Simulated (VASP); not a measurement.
# Ga (Cmce) in VASP: a series of runs, part 2 of 2

VASP 6.6.1. Earlier steps stand in the parts before.

## 4. Electric field gradients, PBEsol (volume scaled by 1.04)

INCAR reads:

```
SYSTEM = Ga
PREC = Accurate
ENCUT = 520
EDIFF = 1E-8
ISMEAR = -1
SIGMA = 0.05
LREAL = .False.
LASPH = .True.
NELM = 100
ALGO = Normal
ISIF = 2
LWAVE = .False.
LCHARG = .False.
GGA = PS
LEFG = .True.
NBANDS = 34
```

KPOINTS reads:

```
regular mesh
0
Gamma
  9 9 8
  0 0 0
```

POSCAR reads:

```
Ga
1.0
    2.2850290614     -3.8727005052      0.0000000000
    2.2850290614      3.8727005052      0.0000000000
    0.0000000000      0.0000000000      4.5761370792
Ga
4
Direct
    0.1525000000      0.8475000000      0.0785000000
    0.6525000000      0.3475000000      0.4215000000
    0.8475000000      0.1525000000      0.9215000000
    0.3475000000      0.6525000000      0.5785000000
```

Potentials or basis: VASP PAW PBE potentials, release 64 (Ga_d).

Launch:

```console
$ cat potpaw_PBE.64/Ga_d/POTCAR > POTCAR
$ mpirun -np 1 vasp_std > vasp.out
```

OUTCAR:

```text
SYSTEM = Ga
   PREC = Accurate
   ENCUT = 520
   EDIFF = 1E-8
   ISMEAR = -1
   LREAL = .False.
   LASPH = .True.
   NELM = 100
   ISIF = 2
   GGA = PS

 ion  position               nearest neighbor table
   1  0.153  0.847  0.078-   3 2.47   4 2.74   4 2.74   2 2.77   2 2.77   3 2.83   3 2.83
   2  0.653  0.347  0.422-   4 2.47   3 2.74   3 2.74   1 2.77   1 2.77   4 2.83   4 2.83
   3  0.847  0.153  0.922-   1 2.47   2 2.74   2 2.74   4 2.77   4 2.77   1 2.83   1 2.83
   4  0.347  0.653  0.578-   2 2.47   1 2.74   1 2.74   3 2.77   3 2.77   2 2.83   2 2.83

  LATTYP: Found a base centered orthorhombic cell.
 ALAT       =     4.5700581228
 B/A-ratio  =     1.6948145521
 C/A-ratio  =     1.0013301705

  Lattice vectors:

 A1 = (   2.2850290614,  -3.8727005052,   0.0000000000)
 A2 = (   2.2850290614,   3.8727005052,   0.0000000000)
 A3 = (   0.0000000000,   0.0000000000,   4.5761370792)

Analysis of symmetry for initial positions (statically):
=====================================================================
 Subroutine PRICEL returns:
 Original cell was already a primitive cell.

 Routine SETGRP: Setting up the symmetry group for a
[... 1094 lines left out ...]
      2.28503     -2.69153      4.21691         0.000000      0.400187     -0.103964
      2.28503      1.18117      2.64730         0.000000      0.400187      0.103964
 -----------------------------------------------------------------------------------
    total drift:                                0.000000      0.000000     -0.000000

  FREE ENERGIE OF THE ION-ELECTRON SYSTEM (eV)
  ---------------------------------------------------
  free  energy   TOTEN  =       -13.3300131602 eV

  energy  without entropy=      -13.3208987515  energy(sigma->0) =      -13.32545596

 Electric field gradients (V/A^2)
---------------------------------------------------------------------
 ion       V_xx      V_yy      V_zz      V_xy      V_xz      V_yz
---------------------------------------------------------------------
   1      27.293   -38.360    11.068    -0.000     0.000    25.183
   2      27.293   -38.360    11.068     0.000     0.000   -25.183
   3      27.293   -38.360    11.068     0.000     0.000    25.183
   4      27.293   -38.360    11.068    -0.000    -0.000   -25.183
---------------------------------------------------------------------

 Electric field gradients after diagonalization (V/A^2)
 (convention: |V_zz| > |V_xx| > |V_yy|)
----------------------------------------------------------------------
 ion       V_xx      V_yy      V_zz     asymmetry (V_yy - V_xx)/ V_zz
----------------------------------------------------------------------
   1      27.293    21.638   -48.931       0.116
   2      27.293    21.638   -48.931       0.116
   3      27.293    21.638   -48.931       0.116
   4      27.293    21.638   -48.931       0.116
----------------------------------------------------------------------

           NMR quadrupolar parameters

 Cq : quadrupolar parameter    Cq=e*Q*V_zz/h
 eta: asymmetry parameters     (V_yy - V_xx)/ V_zz
 Q  : nuclear electric quadrupole moment in mb (millibarn)
----------------------------------------------------------------------
 ion       Cq(MHz)       eta       Q (mb)
----------------------------------------------------------------------
   1      -0.118       0.116       1.000
   2      -0.118       0.116       1.000
   3      -0.118       0.116       1.000
   4      -0.118       0.116       1.000
----------------------------------------------------------------------
```

OSZICAR:

```text
N       E                     dE             d eps       ncg     rms          rms(c)
DAV:   1     0.358754031407E+03    0.35875E+03   -0.25506E+04  8656   0.285E+03
DAV:   2     0.312820903467E+02   -0.32747E+03   -0.31956E+03  8796   0.536E+02
DAV:   3    -0.120878504483E+02   -0.43370E+02   -0.42862E+02  9768   0.152E+02
DAV:   4    -0.134834108781E+02   -0.13956E+01   -0.13877E+01  9814   0.303E+01
DAV:   5    -0.135127305263E+02   -0.29320E-01   -0.29309E-01 10764   0.456E+00    0.259E+00
DAV:   6    -0.133643025458E+02    0.14843E+00   -0.30831E-01 10800   0.743E+00    0.136E+00
DAV:   7    -0.133328324154E+02    0.31470E-01   -0.74597E-02 12168   0.281E+00    0.344E-01
DAV:   8    -0.133299242524E+02    0.29082E-02   -0.16032E-02  9134   0.135E+00    0.459E-02
DAV:   9    -0.133300154548E+02   -0.91202E-04   -0.11011E-03  9616   0.355E-01    0.261E-02
DAV:  10    -0.133300122492E+02    0.32056E-05   -0.22347E-04  9878   0.170E-01    0.531E-03
DAV:  11    -0.133300144185E+02   -0.21693E-05   -0.38024E-05 10060   0.717E-02    0.582E-03
DAV:  12    -0.133300131428E+02    0.12757E-05   -0.13754E-05 10092   0.451E-02    0.684E-04
DAV:  13    -0.133300132421E+02   -0.99371E-07   -0.13430E-06 11252   0.850E-03    0.431E-04
DAV:  14    -0.133300131890E+02    0.53162E-07   -0.60105E-08  9554   0.178E-03    0.143E-04
DAV:  15    -0.133300131768E+02    0.12184E-07   -0.52021E-09  5002   0.674E-04    0.800E-05
DAV:  16    -0.133300131568E+02    0.19976E-07   -0.11779E-09  4814   0.327E-04    0.132E-05
DAV:  17    -0.133300131602E+02   -0.34161E-08   -0.43198E-10  4756   0.200E-04
   1 F= -.13330013E+02 E0= -.13325456E+02  d E =-.911441E-02
```

Run time: 16 min. Hardware: 1 thread of AMD EPYC 7R13, shared host; peak memory 0.34 GiB.

What came out:

```
Free energy            : -13.3300 eV
Pressure               : -3.1 GPa
Largest force          : 0.413 eV/Å
Band gap on the k mesh : zero (band 26 reaches 5.02 eV, above the bottom of band 27 at 3.75 eV)
```

Forces on the atoms (eV/Å):
```
Ga   0.000 -0.400  0.104
Ga   0.000 -0.400 -0.104
Ga   0.000  0.400 -0.104
Ga   0.000  0.400  0.104
```

Electric field gradients, principal values (V/Å²):
```csv
atom,least,middle,greatest (by size)
1 Ga,21.638,27.293,-48.931
2 Ga,21.638,27.293,-48.931
3 Ga,21.638,27.293,-48.931
4 Ga,21.638,27.293,-48.931
```

Caveat: without QUAD_EFG the Cq values of the log hold for a quadrupole moment of 1 mb, not for the nuclei; the PAW data sets were made with another functional, which shifts forces and pressure a little.

## 5. Overview

```tsv
cell	gap on the mesh (eV)	pressure (GPa)	largest force (eV/Å)
a = 4.525, b = 4.525, c = 4.605 Å, angles 90.0, 90.0, 118.9°, 4 atoms	none	-3.9	0.40
a = 4.468, b = 4.468, c = 4.547 Å, angles 90.0, 90.0, 118.9°, 4 atoms	none	-2.2	0.42
a = 4.497, b = 4.497, c = 4.576 Å, angles 90.0, 90.0, 118.9°, 4 atoms	none	-3.1	0.41
```

Alike in all rows: task electric field gradients; level PBEsol; potentials or basis VASP PAW PBE potentials, release 64 (Ga_d); no spin polarisation; k mesh 9 × 9 × 8; cutoff (eV) 520; smearing fermi-dirac 0.05 eV.

Caveats: the PAW data sets were made with another functional, which shifts forces and pressure a little.

Total energies depend on the potentials used, so only differences within one code and one set of settings carry meaning.
